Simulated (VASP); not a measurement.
# Cu2O (Pn-3m) in VASP: a series of runs

The runs below take Cu2O through single point, with PBEsol.

Program: VASP 6.6.1. These are calculated values, not measurements. Logs are shortened: lines on timing, memory, paths and dates and some standing lists are left out, and cuts for length are marked.

### 1 The cell of the first run

Symmetry: Pn-3m, No. 224, cubic system. Conventional cell: a = 3.918 Å, b = 3.918 Å, c = 3.918 Å, α = 90.00°, β = 90.00°, γ = 90.00°. Within 2.3 Å of Cu (site symmetry -3m) lie 2 O at 1.70 Å. O (site symmetry -43m) has 4 Cu at 1.70 Å within 2.3 Å.

### 2 Single point, PBEsol

INCAR reads:

```
SYSTEM = Cu2O
  PREC = Accurate
  ENCUT = 600
  EDIFF = 1E-6
  ISMEAR = 0
  SIGMA = 0.02
  LREAL = .False.
  LASPH = .True.
  NELM = 120
  ALGO = Normal
  ISIF = 2
  LWAVE = .False.
  LCHARG = .False.
  GGA = PS
  NBANDS = 37
  GGA_COMPAT = .False.
```

KPOINTS reads:

```
regular mesh
0
Gamma
  10 10 10
  0 0 0
```

POSCAR reads:

```
Cu2O
1.0
    3.9179223723      0.0000000000      0.0000000000
    0.0000000000      3.9179223723      0.0000000000
    0.0000000000      0.0000000000      3.9179223723
Cu O
4 2
Direct
    0.2500000000      0.2500000000      0.2500000000
    0.2500000000      0.7500000000      0.7500000000
    0.7500000000      0.7500000000      0.2500000000
    0.7500000000      0.2500000000      0.7500000000
    0.0000000000      0.0000000000      0.0000000000
    0.5000000000      0.5000000000      0.5000000000
```

Potentials or basis: VASP PAW PBE potentials, release 64 (Cu, O).

Launch:

```console
$ cat potpaw_PBE.64/Cu/POTCAR potpaw_PBE.64/O/POTCAR > POTCAR
$ mpirun -np 1 vasp_std > vasp.out
```

OUTCAR:

```text
SYSTEM = Cu2O
   PREC = Accurate
   ENCUT = 600
   EDIFF = 1E-6
   ISMEAR = 0
   LREAL = .False.
   LASPH = .True.
   NELM = 120
   ISIF = 2
   GGA = PS

 ion  position               nearest neighbor table
   1  0.250  0.250  0.250-   5 1.70   6 1.70   4 2.77   2 2.77   3 2.77   2 2.77   4 2.77   2 2.77
                             3 2.77   2 2.77   3 2.77   4 2.77   4 2.77   3 2.77
   2  0.250  0.750  0.750-   5 1.70   6 1.70   4 2.77   1 2.77   3 2.77   1 2.77   3 2.77   1 2.77
                             4 2.77   1 2.77   3 2.77   4 2.77   3 2.77   4 2.77
   3  0.750  0.750  0.250-   5 1.70   6 1.70   4 2.77   1 2.77   2 2.77   2 2.77   4 2.77   1 2.77
                             4 2.77   4 2.77   1 2.77   2 2.77   2 2.77   1 2.77
   4  0.750  0.250  0.750-   5 1.70   6 1.70   3 2.77   1 2.77   2 2.77   1 2.77   3 2.77   2 2.77
                             3 2.77   3 2.77   1 2.77   2 2.77   1 2.77   2 2.77
   5  0.000  0.000  0.000-   1 1.70   2 1.70   3 1.70   4 1.70
   6  0.500  0.500  0.500-   1 1.70   2 1.70   3 1.70   4 1.70

  LATTYP: Found a simple cubic cell.
 ALAT       =     3.9179223723

  Lattice vectors:

 A1 = (   3.9179223723,   0.0000000000,   0.0000000000)
 A2 = (   0.0000000000,   3.9179223723,   0.0000000000)
 A3 = (   0.0000000000,   0.0000000000,   3.9179223723)

Analysis of symmetry for initial positions (statically):
=====================================================================
 Subroutine PRICEL returns:
 Original cell was already a primitive cell.

 Routine SETGRP: Setting up the symmetry group for a
 simple cubic supercell.

 Subroutine GETGRP returns: Found 48 space group operations
 (whereof 24 operations were pure point group operations)
 out of a pool of 48 trial point group operations.

The static configuration has the point symmetry T_d .
 The point group associated with its full space group is O_h .

Analysis of symmetry for dynamics (positions and initial velocities):
=====================================================================
 Subroutine PRICEL returns:
 Original cell was already a primitive cell.

 Routine SETGRP: Setting up the symmetry group for a
 simple cubic supercell.

 Subroutine GETGRP returns: Found 48 space group operations
 (whereof 24 operations were pure point group operations)
 out of a pool of 48 trial point group operations.

The dynamic configuration has the point symmetry T_d .
 The point group associated with its full space group is O_h .

 Subroutine INISYM returns: Found 48 space group operations
 (whereof 24 operations are pure point group operations),
 and found     1 'primitive' translations

----------------------------------------------------------------------------------------

                                     Primitive cell

  volume of cell :      60.1406

  direct lattice vectors                    reciprocal lattice vectors
     3.917922372  0.000000000  0.000000000     0.255237318  0.000000000  0.000000000
     0.000000000  3.917922372  0.000000000     0.000000000  0.255237318  0.000000000
     0.000000000  0.000000000  3.917922372     0.000000000  0.000000000  0.255237318

  length of vectors
     3.917922372  3.917922372  3.917922372     0.255237318  0.255237318  0.255237318

  position of ions in fractional coordinates (direct lattice)
     0.250000000  0.250000000  0.250000000
     0.250000000  0.750000000  0.750000000
     0.750000000  0.750000000  0.250000000
     0.750000000  0.250000000  0.750000000
     0.000000000  0.000000000  0.000000000
     0.500000000  0.500000000  0.500000000

  ion indices of the primitive-cell ions
   primitive index   ion index
                 1           1
                 2           2
                 3           3
                 4           4
                 5           5
                 6           6

----------------------------------------------------------------------------------------

 KPOINTS: regular mesh

Automatic generation of k-mesh.
 Grid dimensions read from file:
 generate k-points for:   10   10   10

 Generating k-lattice:

  Cartesian coordinates                     Fractional coordinates (reciprocal lattice)
     0.025523732  0.000000000  0.000000000     0.100000000  0.000000000  0.000000000
     0.000000000  0.025523732  0.000000000     0.000000000  0.100000000  0.000000000
     0.000000000  0.000000000  0.025523732     0.000000000  0.000000000  0.100000000

  Length of vectors
     0.025523732  0.025523732  0.025523732

  Shift w.r.t. Gamma in fractional coordinates (k-lattice)
     0.000000000  0.000000000  0.000000000

 Subroutine IBZKPT returns following result:
 ===========================================

 Found     56 irreducible k-points:

 Following reciprocal coordinates:
            Coordinates               Weight
  0.000000  0.000000  0.000000      1.000000
  0.100000  0.000000  0.000000      6.000000
  0.200000  0.000000  0.000000      6.000000
  0.300000  0.000000  0.000000      6.000000
  0.400000  0.000000  0.000000      6.000000
  0.500000  0.000000  0.000000      3.000000
[... 16 lines left out ...]
  0.200000  0.100000  0.100000     24.000000
  0.300000  0.100000  0.100000     24.000000
 [... further k-points ...]
   k-points           NKPTS =     56   k-points in BZ     NKDIM =     56   number of bands    NBANDS=     37
   number of dos      NEDOS =    301   number of ions     NIONS =      6
   total plane-waves  NPLWV =  32768
   dimension x,y,z NGX =    32 NGY =   32 NGZ =   32
   dimension x,y,z NGXF=    64 NGYF=   64 NGZF=   64
   ions per type =               4   2
   NGX,Y,Z   is equivalent  to a cutoff of  13.58, 13.58, 13.58 a.u.
   NGXF,Y,Z  is equivalent  to a cutoff of  27.16, 27.16, 27.16 a.u.
 SYSTEM =  Cu2O
   PREC   = accura    normal or accurate (medium, high low for compatibility)
   ISTART =      0    job   : 0-new  1-cont  2-samecut
   ICHARG =      2    charge: 1-file 2-atom 10-const
   ISPIN  =      1    spin polarized calculation?
   LNONCOLLINEAR =      F non collinear calculations
   LSORBIT =      F    spin-orbit coupling
   LASPH  =      T    aspherical Exc in radial PAW
   ENCUT  =  600.0 eV  44.10 Ry    6.64 a.u.   7.83  7.83  7.83*2*pi/ulx,y,z
   NELM   =    120;   NELMIN=  2; NELMDL= -5     # of ELM steps
   EDIFF  = 0.1E-05   stopping-criterion for ELM
   LREAL  =      F    real-space projection
   EDIFFG = 0.1E-04   stopping-criterion for IOM
   NSW    =      0    number of steps for IOM
   IBRION =     -1    ionic relax: 0-MD 1-quasi-New 2-CG
   NFREE  =      0    steps in history (QN), initial steepest desc. (CG)
   ISIF   =      2    stress and relaxation
   ISYM   =      2    0-nonsym 1-usesym 2-fastsym
   POTIM  = 0.5000    time-step for ionic-motion
   TEBEG  =    0.0;   TEEND  =   0.0 temperature during run
   PSTRESS=    0.0 pullay stress
   NELECT =      56.0000    total number of electrons
   NUPDOWN=      -1.0000    fix difference up-down
   EMIN   =  10.00;   EMAX   =-10.00  energy-range for DOS
   EFERMI =   0.00;   METHOD = LEGACY
   ISMEAR =     0;   SIGMA  =   0.02  broadening in eV -4-tet -1-fermi 0-gaus
   EFERMI_NEDOS =   21; number of points for ismear=-14 and -15
   IALGO  =     38    algorithm
   IMIX   =      4    mixing-type and parameters
     AMIX     =   0.40;   BMIX     =  1.00
     AMIX_MAG =   1.60;   BMIX_MAG =  1.00
  volume/ion in A,a.u.               =      10.02        67.64
  Fermi-wavevector in a.u.,A,eV,Ry     =   1.598631  3.020975 34.771354  2.555622
  Thomas-Fermi vector in A             =   2.696051
   LORBIT       =      0    0 simple, 1 ext, 2 COOP (PROOUT), +10 PAW based schemes
   GGA     = PS    functional components
   LHFCALC =     F    Hartree Fock is set to
   AEXX    =    0.0000 exact exchange contribution
   IVDW    =     0    specifies the selected vdW correction
   LEPSILON=     F    determine dielectric tensor
   LRPA    =     F    only Hartree local field effects (RPA)
 non-spin polarized calculation
 Gauss-broadening in eV      SIGMA  =   0.02
  energy-cutoff  :      600.00
  volume of cell :       60.14
 maximum number of plane-waves:      2024
 NGX is ok and might be reduce to    32
   NGX = 15   NGY = 15   NGZ = 15

 number of electron      55.9999996 magnetization

 Free energy of the ion-electron system (eV)
  ---------------------------------------------------
  ext. energy  EPLUGINS =         0.00000000
  ---------------------------------------------------
  free energy    TOTEN  =       -27.92623165 eV

  energy without entropy =      -27.92623165  energy(sigma->0) =      -27.92623165

 E-fermi :   7.9394     XC(G=0): -12.7009

 val. band max:        7.8573532700   @ k =   0.0000   0.0000   0.0000
 cond. band min:       8.0328346581   @ k =   0.0000   0.0000   0.0000
 fundamental gap:      0.1754813882
 Fermi energy:         7.9393552573

 k-point     1 :       0.0000    0.0000    0.0000
  band No.  band energies     occupation
      1     -14.6522      2.00000
      2     -13.2439      2.00000
      3      -1.9187      2.00000
      4      -1.9187      2.00000
      5      -1.9187      2.00000
      6       1.0870      2.00000
[... 29 lines left out ...]
     36      17.9029      0.00000
     37      17.9029      0.00000

 k-point     2 :       0.1000    0.0000    0.0000
  band No.  band energies     occupation
      1     -14.6193      2.00000
      2     -13.2799      2.00000
      3      -1.8745      2.00000
      4      -1.8673      2.00000
      5      -1.8673      2.00000
      6       0.9038      2.00000
[... 29 lines left out ...]
     36      17.6791      0.00000
     37      17.6791      0.00000

 k-point     3 :       0.2000    0.0000    0.0000
  band No.  band energies     occupation
      1     -14.5233      2.00000
      2     -13.3839      2.00000
      3      -1.7434      2.00000
      4      -1.7176      2.00000
      5      -1.7176      2.00000
      6       0.5048      2.00000
[... 29 lines left out ...]
     36      17.2864      0.00000
     37      17.2864      0.00000
[... 761 lines left out ...]
 k-point    23 :       0.2000    0.1000    0.1000
  band No.  band energies     occupation
      1     -14.4685      2.00000
      2     -13.4356      2.00000
      3      -1.8617      2.00000
      4      -1.7258      2.00000
      5      -1.3602      2.00000
      6       0.0794      2.00000
[... 29 lines left out ...]
     36      17.7146      0.00000
     37      18.1680      0.00000

 k-point    24 :       0.3000    0.1000    0.1000
  band No.  band energies     occupation
      1     -14.3301      2.00000
      2     -13.5768      2.00000
      3      -1.7648      2.00000
      4      -1.5043      2.00000
      5      -1.0713      2.00000
      6      -0.3428      2.00000
[... 29 lines left out ...]
     36      17.6581      0.00000
     37      17.8574      0.00000

 [... further k-points ...]
[... 5 lines left out ...]
  --------------------------------------------------------------------------------------
  -------------------------------------------------------------------------------------
  Total       19.3970006     19.3970006     19.3970006      0.0000000      0.0000000      0.0000000
  in kB      516.7466643    516.7466643    516.7466643      0.0000000      0.0000000      0.0000000
  external PRESSURE =     516.7466643 kB  Pullay stress =       0.0000000 kB

 VOLUME and BASIS-vectors are now :
 -----------------------------------------------------------------------------
  energy-cutoff  :      600.00
  volume of cell :       60.14
      direct lattice vectors                 reciprocal lattice vectors
     3.917922372  0.000000000  0.000000000     0.255237318  0.000000000  0.000000000
     0.000000000  3.917922372  0.000000000     0.000000000  0.255237318  0.000000000
     0.000000000  0.000000000  3.917922372     0.000000000  0.000000000  0.255237318

 POSITION                                       TOTAL-FORCE (eV/Angst)
 -----------------------------------------------------------------------------------
      0.97948      0.97948      0.97948         0.000000     -0.000000     -0.000000
      0.97948      2.93844      2.93844         0.000000      0.000000      0.000000
      2.93844      2.93844      0.97948        -0.000000      0.000000      0.000000
      2.93844      0.97948      2.93844        -0.000000     -0.000000     -0.000000
      0.00000      0.00000      0.00000         0.000000      0.000000      0.000000
      1.95896      1.95896      1.95896         0.000000      0.000000      0.000000
 -----------------------------------------------------------------------------------
    total drift:                               -0.000000      0.000000      0.000000

  FREE ENERGIE OF THE ION-ELECTRON SYSTEM (eV)
  ---------------------------------------------------
  free  energy   TOTEN  =       -27.9262316548 eV

  energy  without entropy=      -27.9262316548  energy(sigma->0) =      -27.92623165
```

Wall time 2.9 min (1 thread of Intel Xeon 8259CL, shared host); peak memory 0.25 GiB.

What came out:

```
Free energy            : -27.9262 eV
Pressure               : 51.7 GPa
Band gap on the k mesh : 0.18 eV
```

Caveat: the cell stands under pressure; the PAW data sets were made with another functional, which shifts forces and pressure a little.

### 3 Single point, PBEsol

This run uses another cell than the first one, of 10.93 Å³/atom.

INCAR, as its differences from that of step 2:

```diff
@@ -12,4 +12,6 @@
   LWAVE = .False.
-  LCHARG = .False.
+  LCHARG = .True.
   GGA = PS
+  LELF = .True.
+  LVHAR = .True.
   NBANDS = 37
```

KPOINTS reads:

```
Automatic mesh
0
Gamma
  10 10 10
  0 0 0
```

POSCAR, as its differences from that of step 2:

```diff
@@ -2,5 +2,5 @@
 1.0
-    3.9179223723      0.0000000000      0.0000000000
-    0.0000000000      3.9179223723      0.0000000000
-    0.0000000000      0.0000000000      3.9179223723
+    4.0325133903      0.0000000000      0.0000000000
+    0.0000000000      4.0325133903      0.0000000000
+    0.0000000000      0.0000000000      4.0325133903
 Cu O
```

Potentials or basis: VASP PAW PBE potentials, release 64 (Cu, O).

Launch:

```console
$ cat potpaw_PBE.64/Cu/POTCAR potpaw_PBE.64/O/POTCAR > POTCAR
$ mpirun -np 1 vasp_std > vasp.out
```

It took 3.5 min on 1 thread of Intel Xeon 8259CL, shared host; peak memory 0.26 GiB.

Results (log left out):

* Free energy: -29.2278 eV
* Pressure: 26.3 GPa
* Band gap on the k mesh: 0.56 eV

Levels at points of the mesh, in eV from the valence-band top:
```csv
k point,band 26,band 27,band 28,band 29,band 30,band 31
"(0.00, 0.00, 0.00)",0.00,0.00,0.00,0.56,0.56,0.95
"(0.50, 0.00, 0.00)",-1.51,-0.52,-0.52,2.67,2.67,4.11
"(0.50, 0.50, 0.00)",-1.53,-0.85,-0.85,1.95,1.95,4.17
"(0.50, 0.50, 0.50)",-0.72,-0.72,-0.72,2.12,2.12,2.12
```

Caveat: the cell stands under pressure; the PAW data sets were made with another functional, which shifts forces and pressure a little.
